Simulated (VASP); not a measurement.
# Ta2N (P-31m) in VASP: a series of runs, part 2 of 2

VASP 6.6.1. Earlier steps stand in the parts before.

### Step 4. Single point, LDA

Input file INCAR:

```
SYSTEM = Ta2N
  PREC = Accurate
  ENCUT = 700
  EDIFF = 1E-6
  ISMEAR = 0
  SIGMA = 0.15
  LREAL = .False.
  LASPH = .True.
  NELM = 120
  ALGO = Normal
  ISIF = 2
  LWAVE = .False.
  LCHARG = .True.
  GGA = CA
  LELF = .True.
  LVHAR = .True.
  NBANDS = 56
  GGA_COMPAT = .False.
```

Input file KPOINTS:

```
regular mesh
0
Gamma
  9 9 8
  0 0 0
```

Input file POSCAR:

```
Ta2N
1.0
    5.1609728685      0.0000000000      0.0000000000
   -2.5804864342      4.4695336123      0.0000000000
    0.0000000000      0.0000000000      5.0128529472
Ta N
6 3
Direct
    0.7147405334      0.7147405334      0.7526041962
    0.0000000000      0.2852594666      0.7526041962
    0.2852594666      0.0000000000      0.7526041962
    0.2852594666      0.2852594666      0.2473958038
    0.0000000000      0.7147405334      0.2473958038
    0.7147405334      0.0000000000      0.2473958038
    0.6666666667      0.3333333333      0.5000000000
    0.3333333333      0.6666666667      0.5000000000
    0.0000000000      0.0000000000      0.0000000000
```

Potentials or basis: VASP PAW LDA potentials, release 64 (Ta_sv_GW, N).

On the command line:

```bash
> cat potpaw_LDA.64/Ta_sv_GW/POTCAR potpaw_LDA.64/N/POTCAR > POTCAR
> mpirun -np 1 vasp_std > vasp.out
```

OUTCAR:

```text
SYSTEM = Ta2N
   PREC = Accurate
   ENCUT = 700
   EDIFF = 1E-6
   ISMEAR = 0
   LREAL = .False.
   LASPH = .True.
   NELM = 120
   ISIF = 2
   GGA = CA

 ion  position               nearest neighbor table
   1  0.715  0.715  0.753-   9 1.92   7 2.25   8 2.25   2 2.55   3 2.55   6 2.88   5 2.88   6 2.93
                             5 2.93   3 3.22   2 3.22   3 3.22   2 3.22
   2  0.000  0.285  0.753-   9 1.92   7 2.25   8 2.25   1 2.55   3 2.55   6 2.88   4 2.88   6 2.93
                             4 2.93   3 3.22   1 3.22   1 3.22   3 3.22
   3  0.285  0.000  0.753-   9 1.92   8 2.25   7 2.25   2 2.55   1 2.55   4 2.88   5 2.88   4 2.93
                             5 2.93   2 3.22   1 3.22   1 3.22   2 3.22
   4  0.285  0.285  0.247-   9 1.92   8 2.25   7 2.25   5 2.55   6 2.55   3 2.88   2 2.88   3 2.93
[... 1642 lines left out ...]

 VOLUME and BASIS-vectors are now :
 -----------------------------------------------------------------------------
  energy-cutoff  :      700.00
  volume of cell :      115.63
      direct lattice vectors                 reciprocal lattice vectors
     5.160972869  0.000000000  0.000000000     0.193761918  0.111868495  0.000000000
    -2.580486434  4.469533612  0.000000000     0.000000000  0.223736991  0.000000000
     0.000000000  0.000000000  5.012852947     0.000000000  0.000000000  0.199487200

 POSITION                                       TOTAL-FORCE (eV/Angst)
 -----------------------------------------------------------------------------------
      1.84438      3.19456      3.77269        -4.881995     -8.455863     -3.347010
     -0.73611      1.27498      3.77269        -4.881995      8.455863     -3.347010
      1.47222      0.00000      3.77269         9.763990      0.000000     -3.347010
      0.73611      1.27498      1.24016         4.881995      8.455863      3.347010
     -1.84438      3.19456      1.24016         4.881995     -8.455863      3.347010
      3.68876      0.00000      1.24016        -9.763990      0.000000      3.347010
      2.58049      1.48984      2.50643         0.000000      0.000000     -0.000000
     -0.00000      2.97969      2.50643        -0.000000      0.000000     -0.000000
      0.00000      0.00000      0.00000         0.000000      0.000000     -0.000000
 -----------------------------------------------------------------------------------
    total drift:                               -0.000000      0.000000     -0.000000

  FREE ENERGIE OF THE ION-ELECTRON SYSTEM (eV)
  ---------------------------------------------------
  free  energy   TOTEN  =      -122.5792604810 eV

  energy  without entropy=     -122.5210892490  energy(sigma->0) =     -122.55017487
```

OSZICAR:

```text
N       E                     dE             d eps       ncg     rms          rms(c)
DAV:   1     0.108111012962E+04    0.10811E+04   -0.68541E+04  9072   0.212E+03
DAV:   2    -0.452197956697E+02   -0.11263E+04   -0.11025E+04 11440   0.502E+02
DAV:   3    -0.133168767717E+03   -0.87949E+02   -0.86292E+02 11712   0.134E+02
DAV:   4    -0.136946275172E+03   -0.37775E+01   -0.37644E+01 12256   0.257E+01
DAV:   5    -0.136996342990E+03   -0.50068E-01   -0.50019E-01 11520   0.331E+00    0.186E+02
DAV:   6    -0.123578862630E+03    0.13417E+02   -0.75405E+01 10264   0.300E+01    0.185E+02
DAV:   7    -0.122833277108E+03    0.74559E+00   -0.49740E+00 10816   0.860E+00    0.622E+01
DAV:   8    -0.122601572884E+03    0.23170E+00   -0.70464E-01 10424   0.376E+00    0.133E+01
DAV:   9    -0.122579180933E+03    0.22392E-01   -0.97242E-02 11552   0.140E+00    0.358E+00
DAV:  10    -0.122579411504E+03   -0.23057E-03   -0.94597E-03 11360   0.526E-01    0.493E+00
DAV:  11    -0.122579312672E+03    0.98833E-04   -0.23355E-03 10544   0.261E-01    0.190E+00
DAV:  12    -0.122579293695E+03    0.18976E-04   -0.28896E-04 10440   0.730E-02    0.921E-02
DAV:  13    -0.122579260426E+03    0.33270E-04   -0.13348E-04 11776   0.480E-02    0.134E-02
DAV:  14    -0.122579260481E+03   -0.55297E-07   -0.87828E-06  8984   0.114E-02
   1 F= -.12257926E+03 E0= -.12255017E+03  d E =-.581712E-01
```

stdout:

```text
POSCAR found type information on POSCAR TaN
 POSCAR found :  2 types and       9 ions
 scaLAPACK will be used
 LDA part: xc-table for (Slater(with rela. corr.)+CA(PZ))
 , standard interpolation
 POSCAR, INCAR and KPOINTS ok, starting setup
 FFT: planning ... GRIDC
 FFT: planning ... GRID_SOFT
 FFT: planning ... GRID
 WAVECAR not read
 entering main loop
```

Run time: 9.5 min. Hardware: 1 thread of AMD EPYC 9R45 (Zen 5), shared host; peak memory 0.65 GiB.

What came out:

* Free energy: -122.5793 eV
* Pressure: 27.4 GPa
* Largest force: 10.322 eV/Å
* Band gap on the k mesh: zero (an odd number of electrons rules out a gap without spin polarisation)

Forces on the atoms (eV/Å):
```
Ta  -4.882 -8.456 -3.347
Ta  -4.882  8.456 -3.347
Ta   9.764  0.000 -3.347
Ta   4.882  8.456  3.347
Ta   4.882 -8.456  3.347
Ta  -9.764  0.000  3.347
N    0.000  0.000  0.000
N    0.000  0.000  0.000
N    0.000  0.000  0.000
```

Stress tensor (GPa, compression positive):
```
33.66  0.00  0.00
 0.00 33.66  0.00
 0.00  0.00 14.92
```

Levels at points of the mesh, in eV from the Fermi level:
```tsv
k point	band 43	band 44	band 45	band 46	band 47	band 48	band 49	band 50	band 51	band 52
(0.00, 0.00, 0.00)	-1.03	-1.03	-0.38	-0.13	-0.13	0.37	0.37	1.67	1.67	2.30
(0.00, 0.00, 0.50)	-0.94	-0.94	-0.79	-0.79	-0.62	-0.01	-0.01	1.94	1.94	2.30
```

Caveat: the stress differs along the axes, from 15 to 34 GPa; spin-orbit coupling is left out, which moves the levels of the heavy elements; forces of over 1 eV/Å act on the atoms, so gaps and moduli don't describe the material at rest.

### Step 5. Summary

```csv
cell,gap on the mesh (eV),pressure (GPa),largest force (eV/Å)
"a = 5.096, b = 5.096, c = 5.141 Å, angles 90.0, 90.0, 120.0°, 9 atoms, atomic positions A",none,2.1,1.69
"a = 5.096, b = 5.096, c = 5.141 Å, angles 90.0, 90.0, 120.0°, 9 atoms, atomic positions B",none,7.6,4.44
"a = 5.161, b = 5.161, c = 5.013 Å, angles 90.0, 90.0, 120.0°, 9 atoms, atomic positions C",none,27.4,10.32
```

Alike in all rows: task single point; level LDA; potentials or basis VASP PAW LDA potentials, release 64 (Ta_sv_GW, N); no spin polarisation; k mesh 9 × 9 × 8; cutoff (eV) 700; smearing gaussian 0.15 eV.

Caveats: spin-orbit coupling is left out, which moves the levels of the heavy elements; forces of over 1 eV/Å act on the atoms, so gaps and moduli don't describe the material at rest; the stress differs along the axes, from -11 to 9 GPa (at least some runs); the stress differs along the axes, from -8 to 15 GPa (at least some runs); the stress differs along the axes, from 15 to 34 GPa (at least some runs).

Absolute energies hang on the potentials; compare differences alone.
